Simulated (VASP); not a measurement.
# MgO (I4/mmm) in VASP: a series of runs

The runs below take MgO through single point, with r2SCAN.

All numbers are computed with VASP 6.6.1; they aren't measurements. Logs are shortened: lines on timing, memory, paths and dates and some standing lists are left out, and cuts for length are marked.

**1. The cell of the first run**

It takes space group I4/mmm (No. 139, tetragonal). The conventional cell has a = 2.884 Å, b = 2.884 Å, c = 4.288 Å, α = 90.00°, β = 90.00°, γ = 90.00°. Mg (site symmetry 4/mmm) has 6 O at 2.04 to 2.14 Å within 2.7 Å. Within 2.7 Å of O (site symmetry 4/mmm) lie 6 Mg at 2.04 to 2.14 Å.

**2. Single point, r2SCAN (biaxial strain in the a-b plane: -3.0 %, then relaxed in part)**

Contents of POSCAR:

```
MgO
1.0
    2.0391349248      2.0391349248      0.0000000000
   -2.0391349248      2.0391349248      0.0000000000
    0.0000000000      0.0000000000      4.2878228986
Mg O
2 2
Direct
    0.0000000000      0.0000000000      0.0000000000
    0.5000000000      0.5000000000      0.5000000000
    0.5000000000      0.5000000000      0.0000000000
    0.0000000000      0.0000000000      0.5000000000
```

Contents of INCAR.step1:

```
ALGO = Normal
EDIFF = 1E-4
ENCUT = 520
GGA = PE
ISMEAR = 0
LASPH = True
LCHARG = False
LREAL = False
LWAVE = True
NBANDS = 16
NELM = 60
PREC = Accurate
SIGMA = 0.02
```

Contents of INCAR.step2:

```
ALGO = Normal
EDIFF = 1E-6
ENCUT = 520
ISIF = 2
ISMEAR = 0
ISTART = 1
LASPH = True
LCHARG = False
LMIXTAU = True
LREAL = False
LWAVE = False
METAGGA = R2SCAN
NBANDS = 16
NELM = 60
PREC = Accurate
SIGMA = 0.02
```

Contents of KPOINTS:

```
k-points
0
Gamma
  8 8 6
```

Potentials or basis: VASP PAW PBE potentials, release 64 (Mg, O).

Run with:

```bash
$ cat potpaw_PBE.64/Mg/POTCAR potpaw_PBE.64/O/POTCAR > POTCAR
$ cp INCAR.step1 INCAR
$ mpirun -np 1 vasp_std > vasp.out
$ cp INCAR.step2 INCAR
$ mpirun -np 1 vasp_std > vasp.out
```

OUTCAR:

```text
EDIFF = 1E-6
   ENCUT = 520
   ISIF = 2
   ISMEAR = 0
   ISTART = 1
   LASPH = True
   LREAL = False
   METAGGA = R2SCAN
   NELM = 60
   PREC = Accurate

 ion  position               nearest neighbor table
   1  0.000  0.000  0.000-   3 2.04   3 2.04   3 2.04   3 2.04   4 2.14   4 2.14   2 2.96   2 2.96
                             2 2.96   2 2.96   2 2.96   2 2.96   2 2.96   2 2.96
   2  0.500  0.500  0.500-   4 2.04   4 2.04   4 2.04   4 2.04   3 2.14   3 2.14   1 2.96   1 2.96
                             1 2.96   1 2.96   1 2.96   1 2.96   1 2.96   1 2.96
   3  0.500  0.500  0.000-   1 2.04   1 2.04   1 2.04   1 2.04   2 2.14   2 2.14
   4  0.000  0.000  0.500-   2 2.04   2 2.04   2 2.04   2 2.04   1 2.14   1 2.14

  LATTYP: Found a simple tetragonal cell.
 ALAT       =     2.8837722662
 C/A-ratio  =     1.4868798583

  Lattice vectors:

 A1 = (   2.0391349248,   2.0391349248,   0.0000000000)
 A2 = (  -2.0391349248,   2.0391349248,   0.0000000000)
 A3 = (   0.0000000000,   0.0000000000,   4.2878228986)

Analysis of symmetry for initial positions (statically):
=====================================================================
 Subroutine PRICEL returns following result:

  LATTYP: Found a body centered tetragonal cell.
 ALAT       =     2.8837722662
 C/A-ratio  =     1.4868798583

  Lattice vectors:

 A1 = (   2.0391349248,   0.0000000000,  -2.1439114493)
 A2 = (  -2.0391349248,   0.0000000000,  -2.1439114493)
 A3 = (   0.0000000000,   2.0391349248,   2.1439114493)

   2 primitive cells build up your supercell.

 Routine SETGRP: Setting up the symmetry group for a
 simple tetragonal supercell.

 Subroutine GETGRP returns: Found 16 space group operations
 (whereof 16 operations were pure point group operations)
 out of a pool of 16 trial point group operations.

The static configuration has the point symmetry D_4h.

Analysis of symmetry for dynamics (positions and initial velocities):
=====================================================================
 Subroutine PRICEL returns following result:

  LATTYP: Found a body centered tetragonal cell.
 ALAT       =     2.8837722662
 C/A-ratio  =     1.4868798583

  Lattice vectors:

 A1 = (   2.0391349248,   0.0000000000,  -2.1439114493)
 A2 = (  -2.0391349248,   0.0000000000,  -2.1439114493)
 A3 = (   0.0000000000,   2.0391349248,   2.1439114493)

   2 primitive cells build up your supercell.
[... 108 lines left out ...]
   EDIFF  = 0.1E-05   stopping-criterion for ELM
   LREAL  =      F    real-space projection
   EDIFFG = 0.1E-04   stopping-criterion for IOM
   NSW    =      0    number of steps for IOM
   IBRION =     -1    ionic relax: 0-MD 1-quasi-New 2-CG
   NFREE  =      0    steps in history (QN), initial steepest desc. (CG)
   ISIF   =      2    stress and relaxation
   ISYM   =      2    0-nonsym 1-usesym 2-fastsym
   POTIM  = 0.5000    time-step for ionic-motion
   TEBEG  =    0.0;   TEEND  =   0.0 temperature during run
   PSTRESS=    0.0 pullay stress
   NELECT =      16.0000    total number of electrons
   NUPDOWN=      -1.0000    fix difference up-down
   EMIN   =  10.00;   EMAX   =-10.00  energy-range for DOS
   EFERMI =   0.00;   METHOD = LEGACY
   ISMEAR =     0;   SIGMA  =   0.02  broadening in eV -4-tet -1-fermi 0-gaus
   EFERMI_NEDOS =   21; number of points for ismear=-14 and -15
   IALGO  =     38    algorithm
   IMIX   =      4    mixing-type and parameters
     AMIX     =   0.40;   BMIX     =  1.00
     AMIX_MAG =   1.60;   BMIX_MAG =  1.00
  volume/ion in A,a.u.               =       8.91        60.16
  Fermi-wavevector in a.u.,A,eV,Ry     =   1.253320  2.368431 21.372175  1.570811
  Thomas-Fermi vector in A             =   2.387178
   LORBIT       =      0    0 simple, 1 ext, 2 COOP (PROOUT), +10 PAW based schemes
   METAGGA = R2SCAN    functional components
   LHFCALC =     F    Hartree Fock is set to
   AEXX    =    0.0000 exact exchange contribution
   IVDW    =     0    specifies the selected vdW correction
   LEPSILON=     F    determine dielectric tensor
   LRPA    =     F    only Hartree local field effects (RPA)
 non-spin polarized calculation
 Gauss-broadening in eV      SIGMA  =   0.02
  energy-cutoff  :      520.00
  volume of cell :       35.66
 maximum number of plane-waves:       980
 NGX is ok and might be reduce to    24
   NGX = 11   NGY = 11   NGZ = 15

 number of electron      15.9999997 magnetization

 Free energy of the ion-electron system (eV)
  ---------------------------------------------------
  ext. energy  EPLUGINS =         0.00000000
  ---------------------------------------------------
  free energy    TOTEN  =       -32.24875621 eV

  energy without entropy =      -32.24875621  energy(sigma->0) =      -32.24875621

 E-fermi :   3.3152     XC(G=0): -11.8330

 val. band max:        3.1811996531   @ k =   0.0000   0.0000   0.0000
 cond. band min:       9.1903676952   @ k =   0.0000   0.0000   0.0000
 fundamental gap:      6.0091680421
 Fermi energy:         3.3152468750

 k-point     1 :       0.0000    0.0000    0.0000
  band No.  band energies     occupation
      1     -15.3248      2.00000
      2     -13.7962      2.00000
      3      -1.2927      2.00000
      4       1.8372      2.00000
      5       1.8372      2.00000
      6       3.0923      2.00000
[... 433 lines left out ...]
      3      -0.9245      2.00000
      4      -0.9245      2.00000
      5       1.4168      2.00000
      6       1.4168      2.00000
[... 8 lines left out ...]
     15      22.2776      0.00000
     16      22.2776      0.00000

 [... further k-points ...]

------------------------ aborting loop because EDIFF is reached ----------------------------------------

  FORCE on cell =-STRESS in cart. coord.  units (eV):
  Direction    XX          YY          ZZ          XY          YZ          ZX
  --------------------------------------------------------------------------------------
  -------------------------------------------------------------------------------------
  Total        2.5637354      2.5637354     -0.2598936      0.0000000     -0.0000000     -0.0000000
  in kB      115.1927190    115.1927190    -11.6774353      0.0000000     -0.0000000     -0.0000000
  external PRESSURE =      72.9026675 kB  Pullay stress =       0.0000000 kB

 VOLUME and BASIS-vectors are now :
 -----------------------------------------------------------------------------
  energy-cutoff  :      520.00
  volume of cell :       35.66
      direct lattice vectors                 reciprocal lattice vectors
     2.039134925  2.039134925  0.000000000     0.245202019  0.245202019  0.000000000
    -2.039134925  2.039134925  0.000000000    -0.245202019  0.245202019  0.000000000
     0.000000000  0.000000000  4.287822899     0.000000000  0.000000000  0.233218588

 POSITION                                       TOTAL-FORCE (eV/Angst)
 -----------------------------------------------------------------------------------
      0.00000      0.00000      0.00000        -0.000000      0.000000      0.000000
      0.00000      2.03913      2.14391        -0.000000      0.000000      0.000000
      0.00000      2.03913      0.00000        -0.000000     -0.000000     -0.000000
      0.00000      0.00000      2.14391         0.000000     -0.000000      0.000000
 -----------------------------------------------------------------------------------
    total drift:                                0.000000     -0.000000     -0.000000

  FREE ENERGIE OF THE ION-ELECTRON SYSTEM (eV)
  ---------------------------------------------------
  free  energy   TOTEN  =       -32.2487562086 eV

  energy  without entropy=      -32.2487562086  energy(sigma->0) =      -32.24875621
```

OUTCAR.step1:

```text
EDIFF = 1E-4
   ENCUT = 520
   GGA = PE
   ISMEAR = 0
[... 706 lines left out ...]
      0.00000      0.00000      0.00000        -0.000000      0.000000      0.000000
      0.00000      2.03913      2.14391         0.000000     -0.000000      0.000000
      0.00000      2.03913      0.00000         0.000000     -0.000000     -0.000000
      0.00000      0.00000      2.14391        -0.000000      0.000000      0.000000
 -----------------------------------------------------------------------------------
    total drift:                                0.000000     -0.000000     -0.000000

  FREE ENERGIE OF THE ION-ELECTRON SYSTEM (eV)
  ---------------------------------------------------
  free  energy   TOTEN  =       -23.6737759679 eV

  energy  without entropy=      -23.6737759679  energy(sigma->0) =      -23.67377597
```

OSZICAR.step1:

```text
N       E                     dE             d eps       ncg     rms          rms(c)
DAV:   1     0.471418728965E+02    0.47142E+02   -0.82076E+03  2056   0.913E+02
DAV:   2    -0.244645937657E+02   -0.71606E+02   -0.67564E+02  2568   0.194E+02
DAV:   3    -0.268430291880E+02   -0.23784E+01   -0.23754E+01  2200   0.341E+01
DAV:   4    -0.268503207429E+02   -0.72916E-02   -0.72913E-02  2448   0.220E+00
DAV:   5    -0.268503503147E+02   -0.29572E-04   -0.29572E-04  2248   0.136E-01    0.103E+01
DAV:   6    -0.236997869648E+02    0.31506E+01   -0.78530E+00  1944   0.225E+01    0.300E+00
DAV:   7    -0.236848476567E+02    0.14939E-01   -0.14547E-01  2008   0.302E+00    0.194E+00
DAV:   8    -0.236753020306E+02    0.95456E-02   -0.54158E-02  2008   0.266E+00    0.411E-01
DAV:   9    -0.236738083784E+02    0.14937E-02   -0.13083E-03  2464   0.350E-01    0.176E-01
DAV:  10    -0.236737841130E+02    0.24265E-04   -0.12078E-03  2080   0.271E-01    0.369E-02
DAV:  11    -0.236737759679E+02    0.81451E-05   -0.26463E-05  1136   0.510E-02
   1 F= -.23673776E+02 E0= -.23673776E+02  d E =-.324596E-31
```

Wall time 4 min (1 thread of AMD EPYC 7R13, shared host); peak memory 0.14 GiB.

What came out:

```
Free energy            : -32.2488 eV
Pressure               : 7.3 GPa
Band gap on the k mesh : 6.01 eV
```

Stress tensor (GPa, compression positive):
```
11.52  0.00  0.00
 0.00 11.52  0.00
 0.00  0.00 -1.17
```

Levels at points of the mesh, in eV from the valence-band top:
```
           k point  band 6  band 7  band 8  band 9  band 10  band 11
(0.00, 0.00, 0.00)   -0.09   -0.09    0.00    6.01    10.41    11.65
(0.50, 0.00, 0.00)   -2.17   -0.72   -0.72   10.90    10.90    12.78
(0.50, 0.50, 0.00)   -1.73   -1.41   -1.41    9.88     9.88    11.52
(0.00, 0.00, 0.50)   -0.77   -0.77   -0.77    9.47     9.47    12.40
(0.50, 0.00, 0.50)   -0.85   -0.73   -0.73    9.04     9.04    14.28
(0.50, 0.50, 0.50)   -3.22   -1.75   -1.75   12.89    12.89    12.89
```

Caveat: the cell differs from its parent crystal (biaxial strain in the a-b plane: -3.0 %, then relaxed in part); the cell stands under pressure; the PAW data sets were made with another functional, which shifts forces and pressure a little.

**3. Single point, r2SCAN (biaxial strain in the a-b plane: -3.0 %)**

POSCAR, as its differences from that of step 2:

```diff
@@ -4,3 +4,3 @@
    -2.0391349248      2.0391349248      0.0000000000
-    0.0000000000      0.0000000000      4.2878228986
+    0.0000000000      0.0000000000      4.2800811412
 Mg O
```

Contents of INCAR.step1:

```
SYSTEM = MgO
PREC = Accurate
ENCUT = 520
ISMEAR = 0
SIGMA = 0.02
LREAL = .FALSE.
LASPH = .TRUE.
NELM = 60
NBANDS = 16
GGA = PE
ALGO = Normal
EDIFF = 1E-4
LWAVE = .TRUE.
LCHARG = .FALSE.
```

Contents of INCAR.step2:

```
SYSTEM = MgO
PREC = Accurate
ENCUT = 520
EDIFF = 1E-6
ISMEAR = 0
SIGMA = 0.02
LREAL = .FALSE.
LASPH = .TRUE.
NELM = 60
ALGO = Normal
ISIF = 2
LWAVE = .FALSE.
LCHARG = .TRUE.
METAGGA = R2SCAN
LMIXTAU = .TRUE.
LELF = .TRUE.
LVHAR = .TRUE.
NBANDS = 16
ISTART = 1
```

Contents of KPOINTS:

```
Automatic mesh
0
G
  8 8 6
  0 0 0
```

Potentials or basis: VASP PAW PBE potentials, release 64 (Mg, O).

Run with:

```bash
$ cat potpaw_PBE.64/Mg/POTCAR potpaw_PBE.64/O/POTCAR > POTCAR
$ cp INCAR.step1 INCAR
$ mpirun -np 1 vasp_std > vasp.out
$ cp INCAR.step2 INCAR
$ mpirun -np 1 vasp_std > vasp.out
```

Wall time 4.2 min (1 thread of AMD EPYC 7R13, shared host); peak memory 0.15 GiB.

Results (log left out):

```
Free energy            : -32.2491 eV
Pressure               : 7.6 GPa
Band gap on the k mesh : 6.03 eV
```

Stress tensor (GPa, compression positive):
```
11.71  0.00  0.00
 0.00 11.71  0.00
 0.00  0.00 -0.67
```

Levels at points of the mesh, in eV from the valence-band top:
```csv
k point,band 4,band 5,band 6,band 7,band 8,band 9,band 10,band 11,band 12,band 13
"(0.00, 0.00, 0.00)",-1.35,-1.35,-0.09,-0.09,0.00,6.03,10.40,11.67,14.35,16.73
"(0.50, 0.00, 0.00)",-3.83,-2.17,-2.17,-0.73,-0.73,10.92,10.92,12.80,12.80,15.82
"(0.50, 0.50, 0.00)",-4.30,-1.73,-1.73,-1.41,-1.41,9.89,9.89,11.54,11.54,15.00
"(0.00, 0.00, 0.50)",-2.77,-0.77,-0.77,-0.77,-0.77,9.50,9.50,12.40,12.40,16.62
"(0.50, 0.00, 0.50)",-4.89,-0.85,-0.85,-0.73,-0.73,9.05,9.05,14.31,14.31,17.39
"(0.50, 0.50, 0.50)",-3.22,-3.22,-3.22,-1.76,-1.76,12.91,12.91,12.91,12.91,13.86
```

Caveat: the cell differs from its parent crystal (biaxial strain in the a-b plane: -3.0 %); the cell stands under pressure; the PAW data sets were made with another functional, which shifts forces and pressure a little.

**4. Single point, r2SCAN (biaxial strain in the a-b plane: -2.0 %)**

Contents of POSCAR:

```
MgO
1.0
    2.0601569344      2.0601569344      0.0000000000
   -2.0601569344      2.0601569344      0.0000000000
    0.0000000000      0.0000000000      4.2548547298
Mg O
2 2
Direct
    0.0000000000      0.0000000000      0.0000000000
    0.5000000000      0.5000000000      0.5000000000
    0.5000000000      0.5000000000      0.0000000000
    0.0000000000      0.0000000000      0.5000000000
```

Contents of INCAR.step1:

```
SYSTEM = MgO
PREC = Accurate ; ENCUT = 520
ISMEAR = 0 ; SIGMA = 0.02
LREAL = .False. ; LASPH = .True.
NELM = 60 ; NBANDS = 16
GGA = PE ; ALGO = Normal
EDIFF = 1E-4 ; LWAVE = .True.
LCHARG = .False.
```

Contents of INCAR.step2:

```
SYSTEM = MgO
PREC = Accurate ; ENCUT = 520
EDIFF = 1E-6 ; ISMEAR = 0
SIGMA = 0.02 ; LREAL = .False.
LASPH = .True. ; NELM = 60
ALGO = Normal ; ISIF = 2
LWAVE = .False. ; LCHARG = .False.
METAGGA = R2SCAN ; LMIXTAU = .True.
NBANDS = 16 ; ISTART = 1
```

Contents of KPOINTS:

```
regular mesh
0
Gamma
  8 8 6
  0 0 0
```

Run with:

```bash
$ cat potpaw_PBE.64/Mg/POTCAR potpaw_PBE.64/O/POTCAR > POTCAR
$ cp INCAR.step1 INCAR
$ mpirun -np 1 vasp_std > vasp.out
$ cp INCAR.step2 INCAR
$ mpirun -np 1 vasp_std > vasp.out
```

Run time: 4.3 min. Hardware: 1 thread of AMD EPYC 7R13, shared host; peak memory 0.15 GiB.

Results (log left out):

```yaml
Free_energy: -32.2932 eV
Pressure: 4.3 GPa
Band_gap_on_the_k_mesh: 5.90 eV
```

Stress tensor (GPa, compression positive):
```
 6.85  0.00  0.00
 0.00  6.85  0.00
 0.00  0.00 -0.93
```

Levels at points of the mesh, in eV from the valence-band top:
```tsv
k point	band 4	band 5	band 6	band 7	band 8	band 9	band 10	band 11	band 12	band 13
(0.00, 0.00, 0.00)	-1.37	-1.37	-0.06	-0.06	0.00	5.90	10.27	11.47	14.34	16.77
(0.50, 0.00, 0.00)	-3.72	-2.12	-2.12	-0.71	-0.71	10.78	10.78	12.82	12.82	15.63
(0.50, 0.50, 0.00)	-4.24	-1.61	-1.61	-1.41	-1.41	9.93	9.93	11.39	11.39	14.78
(0.00, 0.00, 0.50)	-2.72	-0.77	-0.77	-0.77	-0.77	9.35	9.35	12.31	12.31	16.64
(0.50, 0.00, 0.50)	-4.80	-0.79	-0.79	-0.72	-0.72	8.98	8.98	14.16	14.16	17.40
(0.50, 0.50, 0.50)	-3.14	-3.14	-3.14	-1.77	-1.77	12.85	12.85	12.85	12.85	13.71
```

Caveat: the cell differs from its parent crystal (biaxial strain in the a-b plane: -2.0 %); the cell stands under pressure; the PAW data sets were made with another functional, which shifts forces and pressure a little.

[end of part 1 of 2]
